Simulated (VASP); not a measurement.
# Rb (C2/c) in VASP: single point with LDA

Aim: the single point of Rb with LDA.

Everything below comes from runs of VASP 6.6.1. Logs are shortened: lines on timing, memory, paths and dates and some standing lists are left out, and cuts for length are marked.

### Step 1. The cell of the first run

It takes space group C2/c (No. 15, monoclinic). The conventional cell has a = 4.936 Å, b = 8.454 Å, c = 7.825 Å, α = 90.00°, β = 90.15°, γ = 90.00°.

### Step 2. Single point, LDA (81.64 Å³/atom)

Input file INCAR:

```
SYSTEM = Rb
PREC     = Accurate       ! precision mode
ENCUT    = 520            ! plane-wave cutoff, eV
EDIFF    = 1E-6           ! SCF threshold, eV
ISMEAR   = -1             ! smearing method
SIGMA    = 0.1            ! smearing width, eV
LREAL    = .False.        ! projectors in reciprocal space
LASPH    = .True.         ! aspherical terms in the spheres
NELM     = 80             ! most SCF steps
ALGO     = Normal         ! electronic algorithm
ISIF     = 2              ! what is computed and relaxed
LWAVE    = .False.        ! write WAVECAR
LCHARG   = .False.        ! write CHGCAR
NBANDS   = 16             ! bands
```

Input file KPOINTS:

```
Automatic mesh
0
Gamma
  10 10 5
  0 0 0
```

Input file POSCAR:

```
Rb
1.0
   -3.2849890824      2.6928947651      2.4323363228
    2.6928947651     -3.2849890824      2.4323363228
    6.0428314473      6.0428314473     -3.5167581493
Rb
2
Direct
    0.9563079334      0.0436920666      1.0000000000
    0.7936920666      0.2063079334      0.5000000000
```

Potentials or basis: VASP PAW LDA potentials, release 64 (Rb_sv).

Run with:

```sh
> cat potpaw_LDA.64/Rb_sv/POTCAR > POTCAR
> mpirun -np 1 vasp_std > vasp.out
```

OUTCAR:

```text
SYSTEM = Rb
   PREC = Accurate
   ENCUT = 520
   EDIFF = 1E-6
   ISMEAR = -1
   LREAL = .False.
   LASPH = .True.
   NELM = 80
   ISIF = 2

 ion  position               nearest neighbor table
   1  0.956  0.044  0.000-   2 4.82   2 4.82   2 4.83   2 4.83   2 4.84   2 4.84
   2  0.794  0.206  0.500-   1 4.82   1 4.82   1 4.83   1 4.83   1 4.84   1 4.84

  Warning from LATTYP: Got some problem with cell dimensions!
  Tried to take original basis but could not verify dimensions!
  LATTYP: Found a base centered monoclinic cell.
 ALAT       =     4.9362122432
 B/A-ratio  =     1.7126501039
 C/A-ratio  =     1.5853183106
 COS(beta)  =    -0.0026525155

  Lattice vectors:

 A1 = (   3.2849890824,  -2.6928947651,  -2.4323363228)
 A2 = (  -2.6928947651,   3.2849890824,  -2.4323363228)
 A3 = (   5.4507371300,   5.4507371300,   1.3479144963)

Analysis of symmetry for initial positions (statically):
=====================================================================
 Subroutine PRICEL returns:
 Original cell was already a primitive cell.

 Routine SETGRP: Setting up the symmetry group for a
 base centered monoclinic supercell.

 Subroutine GETGRP returns: Found  4 space group operations
 (whereof  2 operations were pure point group operations)
 out of a pool of  4 trial point group operations.

The static configuration has the point symmetry C_2 .
 The point group associated with its full space group is C_2h.

Analysis of symmetry for dynamics (positions and initial velocities):
=====================================================================
 Subroutine PRICEL returns:
 Original cell was already a primitive cell.

 Routine SETGRP: Setting up the symmetry group for a
 base centered monoclinic supercell.

 Subroutine GETGRP returns: Found  4 space group operations
 (whereof  2 operations were pure point group operations)
 out of a pool of  4 trial point group operations.

The dynamic configuration has the point symmetry C_2 .
 The point group associated with its full space group is C_2h.

 Subroutine INISYM returns: Found  4 space group operations
 (whereof  2 operations are pure point group operations),
 and found     1 'primitive' translations

----------------------------------------------------------------------------------------

                                     Primitive cell

  volume of cell :     163.2808

  direct lattice vectors                    reciprocal lattice vectors
    -3.284989082  2.692894765  2.432336323    -0.019265502  0.148017775  0.221234514
[... 80 lines left out ...]
   ISPIN  =      1    spin polarized calculation?
   LNONCOLLINEAR =      F non collinear calculations
   LSORBIT =      F    spin-orbit coupling
   LASPH  =      T    aspherical Exc in radial PAW
   ENCUT  =  520.0 eV  38.22 Ry    6.18 a.u.   9.10  9.10 17.18*2*pi/ulx,y,z
   NELM   =     80;   NELMIN=  2; NELMDL= -5     # of ELM steps
   EDIFF  = 0.1E-05   stopping-criterion for ELM
   LREAL  =      F    real-space projection
   EDIFFG = 0.1E-04   stopping-criterion for IOM
   NSW    =      0    number of steps for IOM
   IBRION =     -1    ionic relax: 0-MD 1-quasi-New 2-CG
   NFREE  =      0    steps in history (QN), initial steepest desc. (CG)
   ISIF   =      2    stress and relaxation
   ISYM   =      2    0-nonsym 1-usesym 2-fastsym
   POTIM  = 0.5000    time-step for ionic-motion
   TEBEG  =    0.0;   TEEND  =   0.0 temperature during run
   PSTRESS=    0.0 pullay stress
   NELECT =      18.0000    total number of electrons
   NUPDOWN=      -1.0000    fix difference up-down
   EMIN   =  10.00;   EMAX   =-10.00  energy-range for DOS
   EFERMI =   0.00;   METHOD = LEGACY
   ISMEAR =    -1;   SIGMA  =   0.10  broadening in eV -4-tet -1-fermi 0-gaus
   EFERMI_NEDOS =   21; number of points for ismear=-14 and -15
   IALGO  =     38    algorithm
   IMIX   =      4    mixing-type and parameters
     AMIX     =   0.40;   BMIX     =  1.00
     AMIX_MAG =   1.60;   BMIX_MAG =  1.00
  volume/ion in A,a.u.               =      81.64       550.94
  Fermi-wavevector in a.u.,A,eV,Ry     =   0.784972  1.483381  8.383645  0.616181
  Thomas-Fermi vector in A             =   1.889213
   LORBIT       =      0    0 simple, 1 ext, 2 COOP (PROOUT), +10 PAW based schemes
   GGA     = CA    functional components
   LHFCALC =     F    Hartree Fock is set to
   AEXX    =    0.0000 exact exchange contribution
   IVDW    =     0    specifies the selected vdW correction
   LEPSILON=     F    determine dielectric tensor
   LRPA    =     F    only Hartree local field effects (RPA)
 non-spin polarized calculation
  energy-cutoff  :      520.00
  volume of cell :      163.28
 maximum number of plane-waves:      4426
   NGX = 19   NGY = 19   NGZ = 35

 number of electron      18.0000000 magnetization

 Free energy of the ion-electron system (eV)
  ---------------------------------------------------
  ext. energy  EPLUGINS =         0.00000000
  ---------------------------------------------------
  free energy    TOTEN  =        -2.14712853 eV

  energy without entropy =       -2.08837840  energy(sigma->0) =       -2.11775346

 E-fermi :   0.0256     XC(G=0):  -5.9594

 val. band max:        0.0246681752   @ k =  -0.2000   0.4000   0.4000
 cond. band min:       0.0282349068   @ k =   0.5000   0.0000   0.4000
 fundamental gap:      0.0035667316
 Fermi energy:         0.0256465428

 k-point     1 :       0.0000    0.0000    0.0000
  band No.  band energies     occupation
      1     -28.6960      2.00000
      2     -28.6885      2.00000
      3     -12.9317      2.00000
      4     -12.8092      2.00000
      5     -12.8066      2.00000
      6     -12.7864      2.00000
[... 433 lines left out ...]
      3     -12.8966      2.00000
      4     -12.8944      2.00000
      5     -12.8727      2.00000
      6     -12.8496      2.00000
[... 8 lines left out ...]
     15       3.3071      0.00000
     16       4.3261      0.00000

 [... further k-points ...]
[... 5 lines left out ...]
  --------------------------------------------------------------------------------------
  -------------------------------------------------------------------------------------
  Total       -0.1326144     -0.1326144     -0.1793242      0.0254203      0.0072401      0.0072401
  in kB       -1.3012662     -1.3012662     -1.7596022      0.2494340      0.0710429      0.0710429
  external PRESSURE =      -1.4540449 kB  Pullay stress =       0.0000000 kB

 VOLUME and BASIS-vectors are now :
 -----------------------------------------------------------------------------
  energy-cutoff  :      520.00
  volume of cell :      163.28
      direct lattice vectors                 reciprocal lattice vectors
    -3.284989082  2.692894765  2.432336323    -0.019265502  0.148017775  0.221234514
     2.692894765 -3.284989082  2.432336323     0.148017775 -0.019265502  0.221234514
     6.042831447  6.042831447 -3.516758149     0.089050431  0.089050431  0.021677205

 POSITION                                       TOTAL-FORCE (eV/Angst)
 -----------------------------------------------------------------------------------
     -3.02380      2.43171      2.43234         0.000049     -0.000049      0.000000
      0.96971      4.48103      0.67396        -0.000049      0.000049     -0.000000
 -----------------------------------------------------------------------------------
    total drift:                                0.000000      0.000000     -0.000000

  FREE ENERGIE OF THE ION-ELECTRON SYSTEM (eV)
  ---------------------------------------------------
  free  energy   TOTEN  =        -2.1471285263 eV

  energy  without entropy=       -2.0883783960  energy(sigma->0) =       -2.11775346
```

OSZICAR:

```text
N       E                     dE             d eps       ncg     rms          rms(c)
DAV:   1     0.996618746768E+02    0.99662E+02   -0.67890E+03  4512   0.874E+02
DAV:   2     0.779029831205E+01   -0.91872E+02   -0.89266E+02  5896   0.180E+02
DAV:   3    -0.120241567486E+01   -0.89927E+01   -0.89685E+01  6640   0.517E+01
DAV:   4    -0.214384212454E+01   -0.94143E+00   -0.94127E+00  7536   0.117E+01
DAV:   5    -0.214964337743E+01   -0.58013E-02   -0.58011E-02  6456   0.982E-01    0.195E+00
DAV:   6    -0.214751704279E+01    0.21263E-02   -0.46559E-03  6136   0.346E-01    0.118E+00
DAV:   7    -0.214706719635E+01    0.44985E-03   -0.53863E-03  5672   0.372E-01    0.690E-02
DAV:   8    -0.214711858168E+01   -0.51385E-04   -0.47919E-04  6432   0.126E-01    0.188E-02
DAV:   9    -0.214712688413E+01   -0.83024E-05   -0.11770E-05  6968   0.235E-02    0.884E-03
DAV:  10    -0.214712850747E+01   -0.16233E-05   -0.59201E-06  6128   0.141E-02    0.239E-03
DAV:  11    -0.214712852626E+01   -0.18790E-07   -0.32509E-07  3568   0.362E-03
   1 F= -.21471285E+01 E0= -.21177535E+01  d E =-.587501E-01
```

It took 2.4 min on 1 thread of Intel Xeon Platinum 8488C (Sapphire Rapids), shared host; peak memory 0.43 GiB.

Results:

- Free energy: -2.1471 eV
- Pressure: -0.1 GPa
- Band gap on the k mesh: zero (bands 9 and 10 overlap by 2.08 eV)
